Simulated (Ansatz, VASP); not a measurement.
## One calculation of InAs, two programs

```
In As
1.0
     0.00000    3.15516    3.15516
     3.15516    0.00000    3.15516
     3.15516    3.15516    0.00000
In As
1 1
Direct
  0.00000 0.00000 0.00000
  0.25000 0.25000 0.25000
```

Alike in both runs: task single point; functional PBE; k mesh 6 × 6 × 6; occupations fermi-dirac, width 0.02 eV; no spin polarisation.

|  | VASP | Ansatz |
| --- | --- | --- |
| version | VASP 6.6.1 | Ansatz 0.2.0 |
| potentials or method | VASP PAW PBE potentials, release 64 (In_d, As) | plane waves, PAW |
| plane-wave cutoff (eV) | 520 | 420 |
| valence electrons in the cell | 18 | 28 |

VASP gave:

```
pressure (GPa) : -2.4
```

Question: Estimate Ansatz's values.

Answer: Pressure (GPa): -2.5.

The functional is the same, so the differences come from potentials, cutoffs and numerics. VASP's potentials hold 18 valence electrons a cell and Ansatz's 28, so a difference there can come from the potentials and not from the codes.
